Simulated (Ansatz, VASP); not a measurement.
## FeCo: VASP beside Ansatz

```
Fe Co
1.0
     2.81981    0.00000    0.00000
     0.00000    2.81981    0.00000
     0.00000    0.00000    2.81981
Fe Co
1 1
Direct
  0.50000 0.50000 0.50000
  0.00000 0.00000 0.00000
```

Alike in both runs: functional PBE; dispersion D3(BJ); k mesh 14 × 14 × 14; occupations gaussian, width 0.1 eV; collinear spin.

Ansatz relaxed the structure, and its values are those at the end. VASP's run is a single point on that final structure, the one shown.

```csv
,VASP,Ansatz
version,VASP 6.6.1,Ansatz 0.2.0
potentials or method,"VASP PAW PBE potentials, release 64 (Fe, Co), cutoff 600 eV","scalar-relativistic, plane waves, PAW"
valence electrons in the cell,17,33
```

```tsv
	VASP	Ansatz	Ansatz less VASP
gap on the k mesh at the Fermi level (eV)	none	none	-
pressure (GPa)	-0.7	0.0	+0.69
net moment per atom (μB)	2.25	2.26	+0.005
size of the moment on the site where the two differ most (μB)	1.76	1.83	+0.070
```

Site moments also hang on the region over which each program counts them. A gap of «none» marks a metal or a gap that the smearing closes. VASP's potentials hold 17 valence electrons a cell and Ansatz's 33, so a difference there can come from the potentials and not from the codes.
